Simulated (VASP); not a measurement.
# Li2DyBrO4 (P4/mmm) in VASP: single point with PBE

Aim: the single point of Li2DyBrO4 with PBE.

Program: VASP 6.6.1. These are calculated values, not measurements. Logs are shortened: lines on timing, memory, paths and dates and some standing lists are left out, and cuts for length are marked.

### Step 1. The cell of the first run

It takes space group P4/mmm (No. 123, tetragonal). Conventional cell: a = 3.518 Å, b = 3.518 Å, c = 8.308 Å, α = 90.00°, β = 90.00°, γ = 90.00°. Within 2.9 Å of Dy (site symmetry 4/mmm) lie 8 O at 2.16 Å. Br (site symmetry 4/mmm) has 8 Li at 3.13 Å and 8 O at 3.40 Å and 4 Br at 3.52 Å and 2 Dy at 4.15 Å within 4.2 Å. Within 2.7 Å of Li (site symmetry 4mm) lie 4 O at 2.03 Å. O (site symmetry 2mm) has 2 Li at 2.03 Å and 2 Dy at 2.16 Å and 5 O at 2.49 Å within 2.7 Å.

### Step 2. Single point, PBE

POSCAR reads:

```
Li2DyBrO4
1.0
    3.5184597500      0.0000000000      0.0000000000
    0.0000000000      3.5184597500      0.0000000000
    0.0000000000      0.0000000000      8.3083198500
Dy Br Li O
1 1 2 4
Direct
    0.0000000000      0.0000000000      0.0000000000
    0.0000000000      0.0000000000      0.5000000000
    0.5000000000      0.5000000000      0.7277000000
    0.5000000000      0.5000000000      0.2723000000
    0.5000000000      0.0000000000      0.8500000000
    0.0000000000      0.5000000000      0.8500000000
    0.5000000000      0.0000000000      0.1500000000
    0.0000000000      0.5000000000      0.1500000000
```

INCAR.step1 reads:

```
SYSTEM = Li2DyBrO4
ALGO = Normal
EDIFF = 1E-6
ENCUT = 520
GGA = PE
ISIF = 2
ISMEAR = 1
LASPH = .TRUE.
LCHARG = .TRUE.
LMAXMIX = 6
LREAL = .FALSE.
LWAVE = .FALSE.
NBANDS = 38
NELM = 100
PREC = Accurate
SIGMA = 0.1464
```

KPOINTS.step1 reads:

```
k-points
0
G
  7 7 3
  0 0 0
```

INCAR.step2 reads:

```
SYSTEM = Li2DyBrO4
ALGO = Normal
EDIFF = 1E-6
ENCUT = 520
GGA = PE
ICHARG = 11
ISIF = 2
ISMEAR = -5
LASPH = .TRUE.
LCHARG = .FALSE.
LMAXMIX = 6
LORBIT = 11
LREAL = .FALSE.
LWAVE = .FALSE.
NBANDS = 38
NEDOS = 1001
NELM = 100
PREC = Accurate
SIGMA = 0.1464
```

KPOINTS.step2 reads:

```
k-points
0
G
  11 11 5
  0 0 0
```

Potentials or basis: VASP PAW PBE potentials, release 64 (Dy, Br, Li_sv, O).

Run with:

```bash
$ cat potpaw_PBE.64/Dy/POTCAR potpaw_PBE.64/Br/POTCAR potpaw_PBE.64/Li_sv/POTCAR potpaw_PBE.64/O/POTCAR > POTCAR
$ cp INCAR.step1 INCAR
$ cp KPOINTS.step1 KPOINTS
$ mpirun -np 1 vasp_std > vasp.out
$ cp INCAR.step2 INCAR
$ cp KPOINTS.step2 KPOINTS
$ mpirun -np 1 vasp_std > vasp.out
```

OUTCAR:

```text
SYSTEM = Li2DyBrO4
   EDIFF = 1E-6
   ENCUT = 520
   GGA = PE
   ICHARG = 11
   ISIF = 2
   ISMEAR = -5
   LASPH = .TRUE.
   LORBIT = 11
   LREAL = .FALSE.
   NELM = 100
   PREC = Accurate

 ion  position               nearest neighbor table
   1  0.000  0.000  0.000-   5 2.16   6 2.16   7 2.16   8 2.16   6 2.16   8 2.16   5 2.16   7 2.16

   2  0.000  0.000  0.500-
   3  0.500  0.500  0.728-   5 2.03   6 2.03   5 2.03   6 2.03
   4  0.500  0.500  0.272-   7 2.03   8 2.03   7 2.03   8 2.03
   5  0.500  0.000  0.850-   3 2.03   3 2.03   1 2.16   1 2.16
   6  0.000  0.500  0.850-   3 2.03   3 2.03   1 2.16   1 2.16
   7  0.500  0.000  0.150-   4 2.03   4 2.03   1 2.16   1 2.16
   8  0.000  0.500  0.150-   4 2.03   4 2.03   1 2.16   1 2.16

  LATTYP: Found a simple tetragonal cell.
 ALAT       =     3.5184597500
 C/A-ratio  =     2.3613513982

  Lattice vectors:

 A1 = (   3.5184597500,   0.0000000000,   0.0000000000)
 A2 = (   0.0000000000,   3.5184597500,   0.0000000000)
 A3 = (   0.0000000000,   0.0000000000,   8.3083198500)

Analysis of symmetry for initial positions (statically):
=====================================================================
 Subroutine PRICEL returns:
 Original cell was already a primitive cell.

 Routine SETGRP: Setting up the symmetry group for a
 simple tetragonal supercell.

 Subroutine GETGRP returns: Found 16 space group operations
 (whereof 16 operations were pure point group operations)
 out of a pool of 16 trial point group operations.

The static configuration has the point symmetry D_4h.

Analysis of symmetry for dynamics (positions and initial velocities):
=====================================================================
 Subroutine PRICEL returns:
 Original cell was already a primitive cell.

 Routine SETGRP: Setting up the symmetry group for a
 simple tetragonal supercell.

 Subroutine GETGRP returns: Found 16 space group operations
 (whereof 16 operations were pure point group operations)
 out of a pool of 16 trial point group operations.

The dynamic configuration has the point symmetry D_4h.

 Subroutine INISYM returns: Found 16 space group operations
 (whereof 16 operations are pure point group operations),
 and found     1 'primitive' translations

----------------------------------------------------------------------------------------

                                     Primitive cell

  volume of cell :     102.8533

  direct lattice vectors                    reciprocal lattice vectors
     3.518459750  0.000000000  0.000000000     0.284215273  0.000000000  0.000000000
     0.000000000  3.518459750  0.000000000     0.000000000  0.284215273  0.000000000
     0.000000000  0.000000000  8.308319850     0.000000000  0.000000000  0.120361279

  length of vectors
     3.518459750  3.518459750  8.308319850     0.284215273  0.284215273  0.120361279

  position of ions in fractional coordinates (direct lattice)
     0.000000000  0.000000000  0.000000000
     0.000000000  0.000000000  0.500000000
     0.500000000  0.500000000  0.727700000
     0.500000000  0.500000000  0.272300000
     0.500000000  0.000000000  0.850000000
     0.000000000  0.500000000  0.850000000
     0.500000000  0.000000000  0.150000000
     0.000000000  0.500000000  0.150000000

  ion indices of the primitive-cell ions
   primitive index   ion index
                 1           1
                 2           2
                 3           3
                 4           4
                 5           5
                 6           6
                 7           7
                 8           8

----------------------------------------------------------------------------------------

 KPOINTS: k-points

Automatic generation of k-mesh.
 Grid dimensions read from file:
 generate k-points for:   11   11    5

 Generating k-lattice:

  Cartesian coordinates                     Fractional coordinates (reciprocal lattice)
     0.025837752  0.000000000  0.000000000     0.090909091  0.000000000  0.000000000
     0.000000000  0.025837752  0.000000000     0.000000000  0.090909091  0.000000000
     0.000000000  0.000000000  0.024072256     0.000000000  0.000000000  0.200000000

  Length of vectors
     0.025837752  0.025837752  0.024072256

  Shift w.r.t. Gamma in fractional coordinates (k-lattice)
     0.000000000  0.000000000  0.000000000

 TETIRR: Found    891 inequivalent tetrahedra from     3630

 Subroutine IBZKPT returns following result:
 ===========================================

 Found     63 irreducible k-points:

 Following reciprocal coordinates:
            Coordinates               Weight
  0.000000  0.000000  0.000000      1.000000
  0.090909  0.000000  0.000000      4.000000
  0.181818  0.000000  0.000000      4.000000
  0.272727  0.000000  0.000000      4.000000
  0.363636  0.000000  0.000000      4.000000
  0.454545  0.000000  0.000000      4.000000
[... 16 lines left out ...]
  0.090909  0.000000  0.200000      8.000000
  0.181818  0.000000  0.200000      8.000000
 [... further k-points ...]
   k-points           NKPTS =     63   k-points in BZ     NKDIM =     63   number of bands    NBANDS=     38
   number of dos      NEDOS =   1001   number of ions     NIONS =      8
   total plane-waves  NPLWV =  50176
   dimension x,y,z NGX =    28 NGY =   28 NGZ =   64
   dimension x,y,z NGXF=    56 NGYF=   56 NGZF=  128
   ions per type =               1   1   2   4
   NGX,Y,Z   is equivalent  to a cutoff of  13.23, 13.23, 12.81 a.u.
   NGXF,Y,Z  is equivalent  to a cutoff of  26.46, 26.46, 25.61 a.u.
 SYSTEM =  Li2DyBrO4
   PREC   = accura    normal or accurate (medium, high low for compatibility)
   ISTART =      0    job   : 0-new  1-cont  2-samecut
   ICHARG =     11    charge: 1-file 2-atom 10-const
   ISPIN  =      1    spin polarized calculation?
   LNONCOLLINEAR =      F non collinear calculations
   LSORBIT =      F    spin-orbit coupling
   LASPH  =      T    aspherical Exc in radial PAW
   ENCUT  =  520.0 eV  38.22 Ry    6.18 a.u.   6.54  6.54 15.45*2*pi/ulx,y,z
   NELM   =    100;   NELMIN=  2; NELMDL=  0     # of ELM steps
   EDIFF  = 0.1E-05   stopping-criterion for ELM
   LREAL  =      F    real-space projection
   EDIFFG = 0.1E-04   stopping-criterion for IOM
   NSW    =      0    number of steps for IOM
   IBRION =     -1    ionic relax: 0-MD 1-quasi-New 2-CG
   NFREE  =      0    steps in history (QN), initial steepest desc. (CG)
   ISIF   =      2    stress and relaxation
   ISYM   =      2    0-nonsym 1-usesym 2-fastsym
   POTIM  = 0.5000    time-step for ionic-motion
   TEBEG  =    0.0;   TEEND  =   0.0 temperature during run
   PSTRESS=    0.0 pullay stress
   NELECT =      57.0000    total number of electrons
   NUPDOWN=      -1.0000    fix difference up-down
   EMIN   =  10.00;   EMAX   =-10.00  energy-range for DOS
   EFERMI =   0.00;   METHOD = LEGACY
   ISMEAR =    -5;   SIGMA  =   0.15  broadening in eV -4-tet -1-fermi 0-gaus
   EFERMI_NEDOS =   21; number of points for ismear=-14 and -15
   IALGO  =     38    algorithm
   IMIX   =      4    mixing-type and parameters
     AMIX     =   0.40;   BMIX     =  1.00
     AMIX_MAG =   1.60;   BMIX_MAG =  1.00
  volume/ion in A,a.u.               =      12.86        86.76
  Fermi-wavevector in a.u.,A,eV,Ry     =   1.344705  2.541124 24.602480  1.808231
  Thomas-Fermi vector in A             =   2.472677
   LORBIT       =     11    0 simple, 1 ext, 2 COOP (PROOUT), +10 PAW based schemes
   GGA     = PE    functional components
   LHFCALC =     F    Hartree Fock is set to
   AEXX    =    0.0000 exact exchange contribution
   IVDW    =     0    specifies the selected vdW correction
   LEPSILON=     F    determine dielectric tensor
   LRPA    =     F    only Hartree local field effects (RPA)
 non-spin polarized calculation
 Fermi weights with tetrahedron method with Bloechl corrections
  energy-cutoff  :      520.00
  volume of cell :      102.85
 maximum number of plane-waves:      2807
 NGX is ok and might be reduce to    28

 number of electron      57.0000014 magnetization

 Free energy of the ion-electron system (eV)
  ---------------------------------------------------
  ext. energy  EPLUGINS =         0.00000000
  ---------------------------------------------------
  free energy    TOTEN  =       -40.73851778 eV

  energy without entropy =      -40.73851778  energy(sigma->0) =      -40.73851778

 E-fermi :   1.0433     XC(G=0): -10.0427

 val. band max:        1.0522292947   @ k =   0.3636   0.0000   0.0000
 cond. band min:       1.0096730652   @ k =   0.2727   0.2727   0.4000
 fundamental gap:     -0.0425562295
 Fermi energy:         1.0433433765

 k-point     1 :       0.0000    0.0000    0.0000
  band No.  band energies     occupation
      1     -42.3733      2.00000
      2     -42.3157      2.00000
      3     -42.3077      2.00000
      4     -19.9528      2.00000
      5     -18.3830      2.00000
      6     -18.3830      2.00000
[... 30 lines left out ...]
     37       9.9314      0.00000
     38      10.3017      0.00000

 k-point     2 :       0.0909    0.0000    0.0000
  band No.  band energies     occupation
      1     -42.3701      2.00000
      2     -42.3156      2.00000
      3     -42.3078      2.00000
      4     -19.9118      2.00000
      5     -18.6347      2.00000
      6     -18.3785      2.00000
[... 30 lines left out ...]
     37      10.0535      0.00000
     38      10.5270      0.00000

 k-point     3 :       0.1818    0.0000    0.0000
  band No.  band energies     occupation
      1     -42.3612      2.00000
      2     -42.3151      2.00000
      3     -42.3080      2.00000
      4     -19.7958      2.00000
      5     -19.1333      2.00000
      6     -18.3663      2.00000
[... 30 lines left out ...]
     37      10.3196      0.00000
     38      10.4160      0.00000

 k-point     4 :       0.2727    0.0000    0.0000
  band No.  band energies     occupation
      1     -42.3491      2.00000
      2     -42.3145      2.00000
      3     -42.3088      2.00000
      4     -19.6283      2.00000
      5     -19.6156      2.00000
      6     -18.3502      2.00000
[... 30 lines left out ...]
     37       9.6055      0.00000
     38      10.5305      0.00000
[... 703 lines left out ...]
      4     -19.9529      2.00000
      5     -18.3830      2.00000
      6     -18.3830      2.00000
[... 30 lines left out ...]
     37      10.1038      0.00000
     38      10.3387      0.00000

 k-point    23 :       0.0909    0.0000    0.2000
  band No.  band energies     occupation
      1     -42.3701      2.00000
      2     -42.3157      2.00000
      3     -42.3077      2.00000
      4     -19.9118      2.00000
      5     -18.6347      2.00000
      6     -18.3785      2.00000
[... 30 lines left out ...]
     37      10.2144      0.00000
     38      10.5645      0.00000

 k-point    24 :       0.1818    0.0000    0.2000
  band No.  band energies     occupation
      1     -42.3612      2.00000
      2     -42.3152      2.00000
      3     -42.3080      2.00000
      4     -19.7959      2.00000
      5     -19.1333      2.00000
      6     -18.3663      2.00000
[... 30 lines left out ...]
     37      10.3593      0.00000
     38      10.4567      0.00000

 [... further k-points ...]
[... 5 lines left out ...]
  --------------------------------------------------------------------------------------
  -------------------------------------------------------------------------------------
  Total        1.9262173      1.9262173     -1.2195403      0.0000000      0.0000000     -0.0000000
  in kB       30.0052655     30.0052655    -18.9971461      0.0000000      0.0000000     -0.0000000
  external PRESSURE =      13.6711283 kB  Pullay stress =       0.0000000 kB

 VOLUME and BASIS-vectors are now :
 -----------------------------------------------------------------------------
  energy-cutoff  :      520.00
  volume of cell :      102.85
      direct lattice vectors                 reciprocal lattice vectors
     3.518459750  0.000000000  0.000000000     0.284215273  0.000000000  0.000000000
     0.000000000  3.518459750  0.000000000     0.000000000  0.284215273  0.000000000
     0.000000000  0.000000000  8.308319850     0.000000000  0.000000000  0.120361279

 POSITION                                       TOTAL-FORCE (eV/Angst)
 -----------------------------------------------------------------------------------
      0.00000      0.00000      0.00000         0.000000      0.000000      0.000000
      0.00000      0.00000      4.15416         0.000000      0.000000      0.000000
      1.75923      1.75923      6.04596         0.000000      0.000000     -0.036465
      1.75923      1.75923      2.26236         0.000000      0.000000      0.036465
      1.75923      0.00000      7.06207        -0.000000      0.000000     -0.579497
      0.00000      1.75923      7.06207        -0.000000      0.000000     -0.579497
      1.75923      0.00000      1.24625         0.000000     -0.000000      0.579497
      0.00000      1.75923      1.24625         0.000000      0.000000      0.579497
 -----------------------------------------------------------------------------------
    total drift:                               -0.000000     -0.000000      0.000000

  FREE ENERGIE OF THE ION-ELECTRON SYSTEM (eV)
  ---------------------------------------------------
  free  energy   TOTEN  =       -40.7385177772 eV

  energy  without entropy=      -40.7385177772  energy(sigma->0) =      -40.73851778

 total charge

# of ion       s       p       d       f       tot
--------------------------------------------------
    1        2.129   5.959   0.816   9.086  17.991
    2        1.622   3.259   0.007   0.000   4.888
    3        2.014   0.045   0.000   0.000   2.059
    4        2.014   0.045   0.000   0.000   2.059
    5        1.598   3.319   0.000   0.000   4.917
    6        1.598   3.319   0.000   0.000   4.917
    7        1.598   3.319   0.000   0.000   4.917
    8        1.598   3.319   0.000   0.000   4.917
--------------------------------------------------
tot         14.169  22.585   0.823   9.086  46.663
```

It took 5.3 min on 1 thread of Intel Xeon 6975P-C (Granite Rapids), shared host; peak memory 0.39 GiB.

What came out:

```yaml
Valence_electrons_inside_the_program's_atomic_spheres: Dy 17.99; Br 4.89; Li 2.06; O 4.92
```

Caveat: the cutoff is under 1.25 times the usual one of these potentials, so pressure, stress and relaxed cells hold a basis-set (Pulay) error; spin-orbit coupling is left out, which moves the levels of the heavy elements; an odd number of electrons without spin polarisation forces a metal; a magnetic or distorted state may lie lower; the run has no spin polarisation, though such a crystal can be magnetic; semilocal functionals describe open f shells poorly, which spoils levels, moments and volumes. Spin polarisation is off, so any magnetic state and its effect on volume and gap are missing.
